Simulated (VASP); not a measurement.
# LaMg3 (P4mm) in VASP: single point with LDA

Aim: the single point of LaMg3 with LDA.

All numbers are computed with VASP 6.6.1; they aren't measurements. Logs are shortened: lines on timing, memory, paths and dates and some standing lists are left out, and cuts for length are marked.

## (1) The cell of the first run

The typed cell holds 4 atoms: a = 4.826 Å, b = 4.826 Å, c = 4.826 Å, α = 90.00°, β = 90.00°, γ = 90.00°.

## (2) Single point, LDA

INCAR

```
SYSTEM = LaMg3
  PREC = Accurate
  ENCUT = 520
  EDIFF = 1E-6
  ISMEAR = -1
  SIGMA = 0.1
  LREAL = .FALSE.
  LASPH = .TRUE.
  NELM = 80
  ALGO = Normal
  ISIF = 2
  LWAVE = .FALSE.
  LCHARG = .FALSE.
  GGA = CA
  NBANDS = 16
```

KPOINTS

```
Automatic mesh
0
G
  4 4 4
  0 0 0
```

POSCAR

```
LaMg3
1.0
    4.8263130000      0.0000000000      0.0000000000
    0.0000000000      4.8263130000      0.0000000000
    0.0000000000      0.0000000000      4.8263130000
La Mg
1 3
Direct
    0.0049801184      0.0000000000      0.0000000000
    0.5050606793      0.5000000000      0.0000000000
    0.5050606793      0.0000000000      0.5000000000
    0.0056185230      0.5000000000      0.5000000000
```

Potentials or basis: VASP PAW LDA potentials, release 64 (La, Mg).

Launch:

```console
$ cat potpaw_LDA.64/La/POTCAR potpaw_LDA.64/Mg/POTCAR > POTCAR
$ mpirun -np 1 vasp_std > vasp.out
```

OUTCAR:

```text
SYSTEM = LaMg3
   PREC = Accurate
   ENCUT = 520
   EDIFF = 1E-6
   ISMEAR = -1
   LREAL = .FALSE.
   LASPH = .TRUE.
   NELM = 80
   ISIF = 2
   GGA = CA

 ion  position               nearest neighbor table
   1  0.005  0.000  0.000-   2 3.41   3 3.41   3 3.41   2 3.41   4 3.41   4 3.41   4 3.41   4 3.41
                             2 3.41   3 3.41   3 3.41   2 3.41
   2  0.505  0.500  0.000-   4 3.41   4 3.41   1 3.41   1 3.41   3 3.41   3 3.41   3 3.41   3 3.41
                             1 3.41   1 3.41   4 3.41   4 3.41
   3  0.505  0.000  0.500-   4 3.41   4 3.41   1 3.41   1 3.41   2 3.41   2 3.41   2 3.41   2 3.41
                             1 3.41   1 3.41   4 3.41   4 3.41
   4  0.006  0.500  0.500-   2 3.41   3 3.41   2 3.41   3 3.41   1 3.41   1 3.41   1 3.41   1 3.41
                             2 3.41   3 3.41   2 3.41   3 3.41

  LATTYP: Found a simple cubic cell.
 ALAT       =     4.8263130000

  Lattice vectors:

 A1 = (   4.8263130000,   0.0000000000,   0.0000000000)
 A2 = (   0.0000000000,   4.8263130000,   0.0000000000)
 A3 = (   0.0000000000,   0.0000000000,   4.8263130000)

Analysis of symmetry for initial positions (statically):
=====================================================================
 Subroutine PRICEL returns:
 Original cell was already a primitive cell.

 Routine SETGRP: Setting up the symmetry group for a
 simple cubic supercell.

 Subroutine GETGRP returns: Found  8 space group operations
 (whereof  8 operations were pure point group operations)
 out of a pool of 48 trial point group operations.

The static configuration has the point symmetry C_4v.

Analysis of symmetry for dynamics (positions and initial velocities):
=====================================================================
 Subroutine PRICEL returns:
 Original cell was already a primitive cell.

 Routine SETGRP: Setting up the symmetry group for a
 simple cubic supercell.

 Subroutine GETGRP returns: Found  8 space group operations
 (whereof  8 operations were pure point group operations)
 out of a pool of 48 trial point group operations.

The dynamic configuration has the point symmetry C_4v.

 Subroutine INISYM returns: Found  8 space group operations
 (whereof  8 operations are pure point group operations),
 and found     1 'primitive' translations

----------------------------------------------------------------------------------------

                                     Primitive cell

  volume of cell :     112.4207

  direct lattice vectors                    reciprocal lattice vectors
     4.826313000  0.000000000  0.000000000     0.207197503  0.000000000  0.000000000
     0.000000000  4.826313000  0.000000000     0.000000000  0.207197503  0.000000000
     0.000000000  0.000000000  4.826313000     0.000000000  0.000000000  0.207197503

  length of vectors
     4.826313000  4.826313000  4.826313000     0.207197503  0.207197503  0.207197503

  position of ions in fractional coordinates (direct lattice)
     0.004980118  0.000000000  0.000000000
     0.505060679  0.500000000  0.000000000
     0.505060679  0.000000000  0.500000000
     0.005618523  0.500000000  0.500000000

  ion indices of the primitive-cell ions
   primitive index   ion index
                 1           1
                 2           2
                 3           3
                 4           4

----------------------------------------------------------------------------------------

 KPOINTS: Automatic mesh

Automatic generation of k-mesh.
 Grid dimensions read from file:
 generate k-points for:    4    4    4

 Generating k-lattice:

  Cartesian coordinates                     Fractional coordinates (reciprocal lattice)
     0.051799376  0.000000000  0.000000000     0.250000000  0.000000000  0.000000000
     0.000000000  0.051799376  0.000000000     0.000000000  0.250000000  0.000000000
     0.000000000  0.000000000  0.051799376     0.000000000  0.000000000  0.250000000

  Length of vectors
     0.051799376  0.051799376  0.051799376

  Shift w.r.t. Gamma in fractional coordinates (k-lattice)
     0.000000000  0.000000000  0.000000000

 Subroutine IBZKPT returns following result:
 ===========================================

 Found     18 irreducible k-points:

 Following reciprocal coordinates:
            Coordinates               Weight
  0.000000  0.000000  0.000000      1.000000
  0.250000  0.000000  0.000000      2.000000
  0.000000  0.250000  0.000000      4.000000
  0.500000  0.000000  0.000000      1.000000
  0.000000  0.500000  0.000000      2.000000
  0.250000  0.250000  0.000000      8.000000
[... 10 lines left out ...]
  0.250000  0.500000  0.500000      2.000000
  0.500000  0.500000  0.500000      1.000000
   k-points           NKPTS =     18   k-points in BZ     NKDIM =     18   number of bands    NBANDS=     16
   number of dos      NEDOS =    301   number of ions     NIONS =      4
   total plane-waves  NPLWV =  46656
   dimension x,y,z NGX =    36 NGY =   36 NGZ =   36
   dimension x,y,z NGXF=    72 NGYF=   72 NGZF=   72
   ions per type =               1   3
   NGX,Y,Z   is equivalent  to a cutoff of  12.40, 12.40, 12.40 a.u.
   NGXF,Y,Z  is equivalent  to a cutoff of  24.80, 24.80, 24.80 a.u.
 SYSTEM =  LaMg3
   PREC   = accura    normal or accurate (medium, high low for compatibility)
   ISTART =      0    job   : 0-new  1-cont  2-samecut
   ICHARG =      2    charge: 1-file 2-atom 10-const
   ISPIN  =      1    spin polarized calculation?
   LNONCOLLINEAR =      F non collinear calculations
   LSORBIT =      F    spin-orbit coupling
   LASPH  =      T    aspherical Exc in radial PAW
   ENCUT  =  520.0 eV  38.22 Ry    6.18 a.u.   8.97  8.97  8.97*2*pi/ulx,y,z
   NELM   =     80;   NELMIN=  2; NELMDL= -5     # of ELM steps
   EDIFF  = 0.1E-05   stopping-criterion for ELM
   LREAL  =      F    real-space projection
   EDIFFG = 0.1E-04   stopping-criterion for IOM
   NSW    =      0    number of steps for IOM
   IBRION =     -1    ionic relax: 0-MD 1-quasi-New 2-CG
   NFREE  =      0    steps in history (QN), initial steepest desc. (CG)
   ISIF   =      2    stress and relaxation
   ISYM   =      2    0-nonsym 1-usesym 2-fastsym
   POTIM  = 0.5000    time-step for ionic-motion
   TEBEG  =    0.0;   TEEND  =   0.0 temperature during run
   PSTRESS=    0.0 pullay stress
   NELECT =      17.0000    total number of electrons
   NUPDOWN=      -1.0000    fix difference up-down
   EMIN   =  10.00;   EMAX   =-10.00  energy-range for DOS
   EFERMI =   0.00;   METHOD = LEGACY
   ISMEAR =    -1;   SIGMA  =   0.10  broadening in eV -4-tet -1-fermi 0-gaus
   EFERMI_NEDOS =   21; number of points for ismear=-14 and -15
   IALGO  =     38    algorithm
   IMIX   =      4    mixing-type and parameters
     AMIX     =   0.40;   BMIX     =  1.00
     AMIX_MAG =   1.60;   BMIX_MAG =  1.00
  volume/ion in A,a.u.               =      28.11       189.66
  Fermi-wavevector in a.u.,A,eV,Ry     =   0.872186  1.648192 10.350060  0.760708
  Thomas-Fermi vector in A             =   1.991399
   LORBIT       =      0    0 simple, 1 ext, 2 COOP (PROOUT), +10 PAW based schemes
   GGA     = CA    functional components
   LHFCALC =     F    Hartree Fock is set to
   AEXX    =    0.0000 exact exchange contribution
   IVDW    =     0    specifies the selected vdW correction
   LEPSILON=     F    determine dielectric tensor
   LRPA    =     F    only Hartree local field effects (RPA)
 non-spin polarized calculation
  energy-cutoff  :      520.00
  volume of cell :      112.42
 maximum number of plane-waves:      3050
 NGX is ok and might be reduce to    36
   NGX = 17   NGY = 17   NGZ = 17

 number of electron      16.9999999 magnetization

 Free energy of the ion-electron system (eV)
  ---------------------------------------------------
  ext. energy  EPLUGINS =         0.00000000
  ---------------------------------------------------
  free energy    TOTEN  =       -11.14459688 eV

  energy without entropy =      -10.97285221  energy(sigma->0) =      -11.05872454

 E-fermi :   3.6793     XC(G=0):  -8.8440

 val. band max:        3.5009461841   @ k =   0.5000   0.2500   0.2500
 cond. band min:       3.7258757253   @ k =   0.5000   0.2500   0.0000
 fundamental gap:      0.2249295411
 Fermi energy:         3.6793396174

 k-point     1 :       0.0000    0.0000    0.0000
  band No.  band energies     occupation
      1     -28.9690      2.00000
      2     -12.6902      2.00000
      3     -12.6902      2.00000
      4     -12.6902      2.00000
      5      -1.8212      2.00000
      6       2.5245      1.99998
[... 8 lines left out ...]
     15       5.4312      0.00000
     16       5.4312      0.00000

 k-point     2 :       0.2500    0.0000    0.0000
  band No.  band energies     occupation
      1     -28.9676      2.00000
      2     -12.7376      2.00000
      3     -12.6864      2.00000
      4     -12.6864      2.00000
      5      -1.3422      2.00000
      6       1.6606      2.00000
[... 8 lines left out ...]
     15       5.4077      0.00000
     16       5.4077      0.00000

 k-point     3 :       0.0000    0.2500    0.0000
  band No.  band energies     occupation
      1     -28.9676      2.00000
      2     -12.7376      2.00000
      3     -12.6864      2.00000
      4     -12.6864      2.00000
      5      -1.3422      2.00000
      6       1.6606      2.00000
[... 8 lines left out ...]
     15       5.4077      0.00000
     16       5.4077      0.00000

 k-point     4 :       0.5000    0.0000    0.0000
  band No.  band energies     occupation
      1     -28.9661      2.00000
      2     -12.7840      2.00000
      3     -12.6826      2.00000
      4     -12.6826      2.00000
      5      -0.1055      2.00000
      6      -0.0017      2.00000
[... 8 lines left out ...]
     15       5.4078      0.00000
     16       5.4078      0.00000
[... 210 lines left out ...]
 k-point    16 :       0.5000    0.5000    0.2500
  band No.  band energies     occupation
      1     -28.9620      2.00000
      2     -12.7635      2.00000
      3     -12.7635      2.00000
      4     -12.7164      2.00000
      5       0.6737      2.00000
      6       1.5726      2.00000
[... 8 lines left out ...]
     15       5.3799      0.00000
     16       5.3800      0.00000

 k-point    17 :       0.2500    0.5000    0.5000
  band No.  band energies     occupation
      1     -28.9620      2.00000
      2     -12.7635      2.00000
      3     -12.7635      2.00000
      4     -12.7164      2.00000
      5       0.6737      2.00000
      6       1.5726      2.00000
[... 8 lines left out ...]
     15       5.3799      0.00000
     16       5.3803      0.00000

 k-point    18 :       0.5000    0.5000    0.5000
  band No.  band energies     occupation
      1     -28.9607      2.00000
      2     -12.7569      2.00000
      3     -12.7569      2.00000
      4     -12.7569      2.00000
      5       1.4020      2.00000
      6       1.4020      2.00000
[... 8 lines left out ...]
     15       5.4163      0.00000
     16       5.4163      0.00000

------------------------ aborting loop because EDIFF is reached ----------------------------------------

  FORCE on cell =-STRESS in cart. coord.  units (eV):
  Direction    XX          YY          ZZ          XY          YZ          ZX
  --------------------------------------------------------------------------------------
  -------------------------------------------------------------------------------------
  Total       -1.7493262     -1.7489925     -1.7489925      0.0000000      0.0000000      0.0000000
  in kB      -24.9307262    -24.9259709    -24.9259709      0.0000000      0.0000000      0.0000000
  external PRESSURE =     -24.9275560 kB  Pullay stress =       0.0000000 kB

 VOLUME and BASIS-vectors are now :
 -----------------------------------------------------------------------------
  energy-cutoff  :      520.00
  volume of cell :      112.42
      direct lattice vectors                 reciprocal lattice vectors
     4.826313000  0.000000000  0.000000000     0.207197503  0.000000000  0.000000000
     0.000000000  4.826313000  0.000000000     0.000000000  0.207197503  0.000000000
     0.000000000  0.000000000  4.826313000     0.000000000  0.000000000  0.207197503

 POSITION                                       TOTAL-FORCE (eV/Angst)
 -----------------------------------------------------------------------------------
      0.02404      0.00000      0.00000         0.003570     -0.000000      0.000000
      2.43758      2.41316      0.00000        -0.000111      0.000000     -0.000000
      2.43758      0.00000      2.41316        -0.000111      0.000000     -0.000000
      0.02712      2.41316      2.41316        -0.003348      0.000000     -0.000000
 -----------------------------------------------------------------------------------
    total drift:                                0.000144     -0.000000      0.000000

  FREE ENERGIE OF THE ION-ELECTRON SYSTEM (eV)
  ---------------------------------------------------
  free  energy   TOTEN  =       -11.1445968805 eV

  energy  without entropy=      -10.9728522086  energy(sigma->0) =      -11.05872454
```

It took 12 s on 1 thread of Intel Xeon 6975P-C (Granite Rapids), shared host; peak memory 0.19 GiB.

What came out:

- Free energy: -11.1446 eV
- Pressure: -2.5 GPa
- Largest force: 0.004 eV/Å

Forces in eV/Å, atoms in the order of the input:
```
La   0.004  0.000  0.000
Mg   0.000  0.000  0.000
Mg   0.000  0.000  0.000
Mg  -0.003  0.000  0.000
```

Levels at points of the mesh, in eV from the Fermi level:
```tsv
k point	band 4	band 5	band 6	band 7	band 8	band 9	band 10	band 11	band 12	band 13
(0.00, 0.00, 0.00)	-16.37	-5.50	-1.15	-1.15	0.60	0.60	0.60	1.50	1.50	1.50
(0.50, 0.00, 0.00)	-16.36	-3.78	-3.68	-0.50	-0.19	-0.19	1.01	1.42	1.42	1.45
(0.00, 0.50, 0.00)	-16.36	-3.78	-3.68	-0.50	-0.19	-0.19	1.01	1.42	1.42	1.45
(0.50, 0.50, 0.00)	-16.35	-3.36	-1.94	-1.94	-1.76	0.41	0.41	1.38	1.46	1.46
(0.00, 0.50, 0.50)	-16.35	-3.36	-1.94	-1.94	-1.76	0.41	0.41	1.38	1.46	1.46
(0.50, 0.50, 0.50)	-16.44	-2.28	-2.28	-2.28	-1.33	0.16	0.16	0.16	1.68	1.68
```

Caveat: spin-orbit coupling is left out, which moves the levels of the heavy elements.
